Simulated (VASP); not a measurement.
# AlCo (WC type) (P-6m2) in VASP: notebook

The runs below take AlCo (WC type) through relaxation of cell and atoms, single point, with PBE.

Everything below comes from runs of VASP 6.6.1. Logs are shortened: lines on timing, memory, paths and dates and some standing lists are left out, and cuts for length are marked.

**1. The cell of the first run**

It takes space group P-6m2 (No. 187, hexagonal). Conventional cell: a = 2.670 Å, b = 2.670 Å, c = 3.743 Å, α = 90.00°, β = 90.00°, γ = 120.00°. Within 3.2 Å of Co (site symmetry -6m2) lie 6 Al at 2.42 Å and 6 Co at 2.67 Å. Al (site symmetry -6m2) has 6 Co at 2.42 Å and 6 Al at 2.67 Å within 3.2 Å.

**2. Relaxation of cell and atoms, PBE, target pressure 10 GPa, at which the enthalpy is minimised**

Contents of INCAR:

```
SYSTEM = AlCo
PREC = Accurate
ENCUT = 600
EDIFF = 1E-6
ISMEAR = -1
SIGMA = 0.1
LREAL = .FALSE.
LASPH = .TRUE.
NELM = 100
ALGO = Normal
ISIF = 3
LWAVE = .FALSE.
LCHARG = .FALSE.
GGA = PE
IBRION = 2
NSW = 32
EDIFFG = -0.005
PSTRESS = 100.0
```

Contents of KPOINTS:

```
regular mesh
0
G
  14 14 13
  0 0 0
```

Contents of POSCAR:

```
AlCo
1.0
    2.6697088464      0.0000000000      0.0000000000
   -1.3348544232      2.3120356817      0.0000000000
    0.0000000000      0.0000000000      3.7430670722
Co Al
1 1
Direct
    0.0000000000      0.0000000000      0.0000000000
    0.3333333333      0.6666666667      0.5000000000
```

Potentials or basis: VASP PAW PBE potentials, release 64 (Co, Al).

On the command line:

```
$ cat potpaw_PBE.64/Co/POTCAR potpaw_PBE.64/Al/POTCAR > POTCAR
$ mpirun -np 1 vasp_std > vasp.out
```

OUTCAR:

```text
SYSTEM = AlCo
   PREC = Accurate
   ENCUT = 600
   EDIFF = 1E-6
   ISMEAR = -1
   LREAL = .FALSE.
   LASPH = .TRUE.
   NELM = 100
   ISIF = 3
   GGA = PE
   IBRION = 2
   NSW = 32
   EDIFFG = -0.005
   PSTRESS = 100.0

 ion  position               nearest neighbor table
   1  0.000  0.000  0.000-   2 2.42   2 2.42   2 2.42   2 2.42   2 2.42   2 2.42
   2  0.333  0.667  0.500-   1 2.42   1 2.42   1 2.42   1 2.42   1 2.42   1 2.42

  LATTYP: Found a hexagonal cell.
 ALAT       =     2.6697088464
 C/A-ratio  =     1.4020506683

  Lattice vectors:

 A1 = (   2.6697088464,   0.0000000000,   0.0000000000)
 A2 = (  -1.3348544232,   2.3120356817,   0.0000000000)
 A3 = (   0.0000000000,   0.0000000000,   3.7430670722)

Analysis of symmetry for initial positions (statically):
=====================================================================
 Subroutine PRICEL returns:
 Original cell was already a primitive cell.

 Routine SETGRP: Setting up the symmetry group for a
 hexagonal supercell.

 Subroutine GETGRP returns: Found 12 space group operations
 (whereof 12 operations were pure point group operations)
 out of a pool of 24 trial point group operations.

The static configuration has the point symmetry D_3h.

Analysis of symmetry for dynamics (positions and initial velocities):
=====================================================================
 Subroutine PRICEL returns:
 Original cell was already a primitive cell.

 Routine SETGRP: Setting up the symmetry group for a
 hexagonal supercell.

 Subroutine GETGRP returns: Found 12 space group operations
 (whereof 12 operations were pure point group operations)
 out of a pool of 24 trial point group operations.

The dynamic configuration has the point symmetry D_3h.

 Subroutine INISYM returns: Found 12 space group operations
 (whereof 12 operations are pure point group operations),
 and found     1 'primitive' translations

----------------------------------------------------------------------------------------

                                     Primitive cell

  volume of cell :      23.1039

  direct lattice vectors                    reciprocal lattice vectors
     2.669708846  0.000000000  0.000000000     0.374572681  0.216259638  0.000000000
    -1.334854423  2.312035682  0.000000000     0.000000000  0.432519276  0.000000000
     0.000000000  0.000000000  3.743067072     0.000000000  0.000000000  0.267160588

  length of vectors
[... 92 lines left out ...]
   PSTRESS=  100.0 pullay stress
   NELECT =      12.0000    total number of electrons
   NUPDOWN=      -1.0000    fix difference up-down
   EMIN   =  10.00;   EMAX   =-10.00  energy-range for DOS
   EFERMI =   0.00;   METHOD = LEGACY
   ISMEAR =    -1;   SIGMA  =   0.10  broadening in eV -4-tet -1-fermi 0-gaus
   EFERMI_NEDOS =   21; number of points for ismear=-14 and -15
   IALGO  =     38    algorithm
   IMIX   =      4    mixing-type and parameters
     AMIX     =   0.40;   BMIX     =  1.00
     AMIX_MAG =   1.60;   BMIX_MAG =  1.00
  volume/ion in A,a.u.               =      11.55        77.96
  Fermi-wavevector in a.u.,A,eV,Ry     =   1.315952  2.486788 23.561596  1.731728
  Thomas-Fermi vector in A             =   2.446098
   LORBIT       =      0    0 simple, 1 ext, 2 COOP (PROOUT), +10 PAW based schemes
   GGA     = PE    functional components
   LHFCALC =     F    Hartree Fock is set to
   AEXX    =    0.0000 exact exchange contribution
   IVDW    =     0    specifies the selected vdW correction
   LEPSILON=     F    determine dielectric tensor
   LRPA    =     F    only Hartree local field effects (RPA)
 conjugate gradient relaxation of ions
 non-spin polarized calculation
  energy-cutoff  :      600.00
  volume of cell :       23.10
 maximum number of plane-waves:       795
 NGX is ok and might be reduce to    24
   NGX = 11   NGY = 11   NGZ = 15

--------------------------------------- Ionic step        1  -------------------------------------------

 number of electron      11.9999996 magnetization

 Free energy of the ion-electron system (eV)
  ---------------------------------------------------
  ext. energy  EPLUGINS =         0.00000000
  ---------------------------------------------------
  free energy    TOTEN  =       -11.41960872 eV

  energy without entropy =      -11.35989033  energy(sigma->0) =      -11.38974952

------------------------ aborting loop because EDIFF is reached ----------------------------------------

  FORCE on cell =-STRESS in cart. coord.  units (eV):
  Direction    XX          YY          ZZ          XY          YZ          ZX
  --------------------------------------------------------------------------------------
  -------------------------------------------------------------------------------------
  Total        1.4468954      1.4468954      1.3812943     -0.0000000      0.0000000     -0.0000000
  in kB      100.3371334    100.3371334     95.7879219     -0.0000000      0.0000000     -0.0000000
  external PRESSURE =      -1.1792705 kB  Pullay stress =     100.0000000 kB
[... 139 lines left out ...]
--------------------------------------- Ionic step        5  -------------------------------------------

 number of electron      11.9999996 magnetization

 Free energy of the ion-electron system (eV)
  ---------------------------------------------------
  ext. energy  EPLUGINS =         0.00000000
  ---------------------------------------------------
  free energy    TOTEN  =       -11.41929824 eV

  energy without entropy =      -11.35954641  energy(sigma->0) =      -11.38942233

 E-fermi :  10.4135     XC(G=0): -12.2725

 val. band max:       10.4078558321   @ k =   0.3571   0.0714   0.2308
 cond. band min:      10.4186837216   @ k =   0.2857   0.1429   0.2308
 fundamental gap:      0.0108278895
 Fermi energy:        10.4135099502

 k-point     1 :       0.0000    0.0000    0.0000
  band No.  band energies     occupation
      1      -0.6587      2.00000
      2       6.9803      2.00000
      3       8.9977      2.00000
      4       8.9977      2.00000
      5       9.2138      1.99999
      6       9.8543      1.99258
      7       9.8543      1.99258
      8      14.4452      0.00000
      9      24.0779      0.00000
     10      24.0779      0.00000
[... 287 lines left out ...]
 k-point    24 :       0.3571    0.2857    0.0000
  band No.  band energies     occupation
      1       6.2881      2.00000
      2       6.9127      2.00000
      3       7.3705      2.00000
      4       8.0725      2.00000
      5       8.4956      2.00000
      6      10.7762      0.05183
      7      11.9351      0.00000
      8      12.4377      0.00000
      9      17.8132      0.00000
     10      19.9457      0.00000

 [... further k-points ...]
[... 5 lines left out ...]
  --------------------------------------------------------------------------------------
  -------------------------------------------------------------------------------------
  Total        1.4356355      1.4356355      1.4341740      0.0000000      0.0000000      0.0000000
  in kB       99.5810532     99.5810532     99.4796769      0.0000000      0.0000000      0.0000000
  external PRESSURE =      -0.4527389 kB  Pullay stress =     100.0000000 kB
[... 21 lines left out ...]
  energy  without entropy=      -11.3595464108  energy(sigma->0) =      -11.38942233

  enthalpy is  TOTEN    =        -9.9776228438 eV   P V=        1.4416753963

 reached required accuracy - stopping structural energy minimisation
```

OSZICAR:

```text
N       E                     dE             d eps       ncg     rms          rms(c)
DAV:   1     0.401369486238E+02    0.40137E+02   -0.59975E+03  3368   0.143E+03
DAV:   2    -0.117438922899E+02   -0.51881E+02   -0.48746E+02  3374   0.203E+02
DAV:   3    -0.132115842076E+02   -0.14677E+01   -0.14511E+01  3974   0.441E+01
[... 32 lines left out ...]
DAV:   1    -0.114194183055E+02   -0.11964E-02   -0.22166E-03  3766   0.724E-01    0.925E-02
DAV:   2    -0.114195806062E+02   -0.16230E-03   -0.44527E-03  3788   0.977E-01    0.130E-01
DAV:   3    -0.114193043416E+02    0.27626E-03   -0.19922E-03  3778   0.650E-01    0.179E-02
DAV:   4    -0.114192986853E+02    0.56564E-05   -0.15982E-05  3544   0.438E-02    0.491E-03
DAV:   5    -0.114192982401E+02    0.44518E-06   -0.11609E-06  1784   0.120E-02
   5 F= -.99776228E+01 E0= -.99477469E+01  d E =-.617609E-05
```

CONTCAR:

```text
AlCo
   1.00000000000000
     2.6712622048773484    0.0000000000000000   -0.0000000000000000
    -1.3356311024386742    2.3133809296039107    0.0000000000000000
     0.0000000000000000    0.0000000000000000    3.7377857038205278
  Co              Al
     1     1
Direct
     0.0000000000000000    0.0000000000000000    0.0000000000000000
     0.3333333332999970    0.6666666667000030    0.5000000000000000

  0.00000000E+00  0.00000000E+00  0.00000000E+00
  0.00000000E+00  0.00000000E+00  0.00000000E+00
```

Run time: 62 s. Hardware: 1 thread of AMD EPYC 9R45 (Zen 5), shared host; peak memory 0.17 GiB.

Results:

```
Free energy                                            : -11.4193 eV
Relaxed volume                                         : 11.55 Å³/atom
Relaxed cell                                           : a = 2.671 Å, b = 2.671 Å, c = 3.738 Å, α = 90.00°, β = 90.00°, γ = 120.00°
Space group after relaxing (to 0.05 Å)                 : P-6m2 (No. 187)
Energy change on relaxing (the enthalpy is what falls) : +0.2 meV/atom
Ionic steps                                            : 5
Pressure after relaxing                                : 10.0 GPa
Band gap on the k mesh                                 : zero (band 6 reaches 11.24 eV, above the bottom of band 7 at 9.57 eV)
```

The path:
| step | energy change (eV) | largest force (eV/Å) | pressure (GPa) | volume (Å³) |
| --- | --- | --- | --- | --- |
| 1 | 0.0000 | 0.0000 | 9.88 | 23.10 |
| 2 | 0.0017 | 0.0000 | 10.17 | 23.08 |
| 3 | 0.0015 | 0.0000 | 10.12 | 23.08 |
| 4 | 0.0014 | 0.0000 | 10.10 | 23.08 |
| 5 | 0.0003 | 0.0000 | 9.95 | 23.10 |

Final structure:
```xyz
2
Lattice="2.6713 0.0000 0.0000 -1.3356 2.3134 0.0000 0.0000 0.0000 3.7378" Properties=species:S:1:pos:R:3 pbc="T T T"
Co    0.0000    0.0000    0.0000
Al    0.0000    1.5423    1.8689
```

Levels at points of the mesh, in eV from the Fermi level:
```
           k point  band 4  band 5  band 6  band 7  band 8  band 9
(0.00, 0.00, 0.00)   -1.42   -1.20   -0.56   -0.56    4.03   13.66
(0.50, 0.00, 0.00)   -2.71   -0.94    0.14    1.46    5.23    6.79
```

Caveat: the cell is relaxed towards a set pressure, so the enthalpy falls and the energy may rise. Spin polarisation is off, so any magnetic state and its effect on volume and gap are missing.

**3. Relaxation of cell and atoms, PBE, target pressure 10 GPa, at which the enthalpy is minimised**

This run uses another cell than the first one, of 12.79 Å³/atom, 1.107 times its volume.

Contents of INCAR:

```
SYSTEM = AlCo
PREC     = Accurate       ! precision mode
ENCUT    = 600            ! plane-wave cutoff, eV
EDIFF    = 1E-6           ! SCF threshold, eV
ISMEAR   = -1             ! smearing method
SIGMA    = 0.1            ! smearing width, eV
LREAL    = .FALSE.        ! projectors in reciprocal space
LASPH    = .TRUE.         ! aspherical terms in the spheres
NELM     = 100            ! most SCF steps
ALGO     = Normal         ! electronic algorithm
ISIF     = 3              ! what is computed and relaxed
LWAVE    = .FALSE.        ! write WAVECAR
LCHARG   = .FALSE.        ! write CHGCAR
GGA      = PE             ! functional
IBRION   = 2              ! ionic algorithm
NSW      = 60             ! ionic steps
EDIFFG   = -0.005         ! ionic threshold
PSTRESS  = 100.0
```

Contents of KPOINTS:

```
Automatic mesh
0
G
  14 14 13
  0 0 0
```

Contents of POSCAR:

```
AlCo
1.0
    3.1122107556      0.0000000000      0.0000000000
   -1.5561053778      2.6952535763      0.0000000000
    0.0000000000      0.0000000000      3.0499665405
Co Al
1 1
Direct
    0.0000000000      0.0000000000      0.0000000000
    0.3333333333      0.6666666667      0.5000000000
```

Potentials or basis: VASP PAW PBE potentials, release 64 (Co, Al).

On the command line:

```
$ cat potpaw_PBE.64/Co/POTCAR potpaw_PBE.64/Al/POTCAR > POTCAR
$ mpirun -np 1 vasp_std > vasp.out
```

OUTCAR:

```text
SYSTEM = AlCo
   PREC = Accurate
   ENCUT = 600
   EDIFF = 1E-6
   ISMEAR = -1
   LREAL = .FALSE.
   LASPH = .TRUE.
   NELM = 100
   ISIF = 3
   GGA = PE
   IBRION = 2
   NSW = 60
   EDIFFG = -0.005
   PSTRESS = 100.0

 ion  position               nearest neighbor table
   1  0.000  0.000  0.000-   2 2.36   2 2.36   2 2.36   2 2.36   2 2.36   2 2.36
   2  0.333  0.667  0.500-   1 2.36   1 2.36   1 2.36   1 2.36   1 2.36   1 2.36

  LATTYP: Found a hexagonal cell.
 ALAT       =     3.1122107556
 C/A-ratio  =     0.9800000000

  Lattice vectors:

 A1 = (   3.1122107556,   0.0000000000,   0.0000000000)
 A2 = (  -1.5561053778,   2.6952535763,   0.0000000000)
 A3 = (   0.0000000000,   0.0000000000,   3.0499665405)

Analysis of symmetry for initial positions (statically):
=====================================================================
[... 603 lines left out ...]

  enthalpy is  TOTEN    =        -9.4942250903 eV   P V=        1.4692389387

[... ionic steps 4 to 15 ...]

--------------------------------------- Ionic step       16  -------------------------------------------

 number of electron      12.0000003 magnetization

------------------------ aborting loop because EDIFF is reached ----------------------------------------
[... 71 lines left out ...]
--------------------------------------- Ionic step       18  -------------------------------------------

 number of electron      12.0000004 magnetization

 Free energy of the ion-electron system (eV)
  ---------------------------------------------------
  ext. energy  EPLUGINS =         0.00000000
  ---------------------------------------------------
  free energy    TOTEN  =       -11.41943199 eV

  energy without entropy =      -11.35965114  energy(sigma->0) =      -11.38954156

 E-fermi :  10.4113     XC(G=0): -12.2717

 val. band max:       10.4050561482   @ k =   0.3571   0.0714   0.2308
 cond. band min:      10.4160178658   @ k =   0.2857   0.1429   0.2308
 fundamental gap:      0.0109617176
 Fermi energy:        10.4112557676

 k-point     1 :       0.0000    0.0000    0.0000
  band No.  band energies     occupation
      1      -0.6592      2.00000
      2       6.9804      2.00000
      3       8.9957      2.00000
      4       8.9957      2.00000
      5       9.2188      1.99999
      6       9.8513      1.99263
      7       9.8513      1.99263
      8      14.4510      0.00000
      9      24.0683      0.00000
     10      24.0683      0.00000
[... 332 lines left out ...]
  energy  without entropy=      -11.3596511377  energy(sigma->0) =      -11.38954156

  enthalpy is  TOTEN    =        -9.9775558644 eV   P V=        1.4418761212

 reached required accuracy - stopping structural energy minimisation
```

Run time: 5.1 min. Hardware: 1 thread of AMD EPYC 9R45 (Zen 5), shared host; peak memory 0.19 GiB.

Results:

| Quantity | Value |
| --- | --- |
| Free energy | -11.4194 eV |
| Relaxed volume | 11.55 Å³/atom |
| Relaxed cell | a = 2.672 Å, b = 2.672 Å, c = 3.737 Å, α = 90.00°, β = 90.00°, γ = 120.00° |
| Space group after relaxing (to 0.05 Å) | P-6m2 (No. 187) |
| Energy change on relaxing (the enthalpy is what falls) | -199.8 meV/atom |
| Ionic steps | 18 |
| Pressure after relaxing | 9.9 GPa |
| Band gap on the k mesh | zero (band 6 reaches 11.23 eV, above the bottom of band 7 at 9.57 eV) |

The path:
```tsv
step	energy change (eV)	largest force (eV/Å)	pressure (GPa)	volume (Å³)
1	0.0000	0.0000	4.61	25.58
2	0.0323	0.0000	14.36	24.01
3	0.0563	0.0000	17.77	23.54
4	0.0363	0.0000	18.69	23.34
5	-0.0251	0.0000	22.11	22.72
6	-0.0770	0.0000	32.62	21.33
7	1.2772	0.0000	92.13	18.11
8	-0.0645	0.0000	34.84	21.10
9	-0.1322	0.0000	32.00	21.23
10	-0.2306	0.0000	25.23	21.58
11	-0.2768	0.0000	21.89	21.87
12	-0.3743	0.0000	13.26	22.76
13	-0.3896	0.0000	11.37	22.97
14	-0.3914	0.0000	11.17	23.00
15	-0.3936	0.0000	10.88	23.03
16	-0.3992	0.0000	10.05	23.10
17	-0.4003	0.0000	9.84	23.11
18	-0.3997	0.0000	9.95	23.10
```

Final structure:
```
CELL_PARAMETERS angstrom
2.67187 0.00000 0.00000
-1.33594 2.31391 0.00000
0.00000 0.00000 3.73659
ATOMIC_POSITIONS crystal
Co 0.00000 0.00000 0.00000
Al 0.33333 0.66667 0.50000
```

Caveat: the cell is relaxed towards a set pressure, so the enthalpy falls and the energy may rise. Spin polarisation is off, so any magnetic state and its effect on volume and gap are missing.

(Part 1 of 2 ends here.)
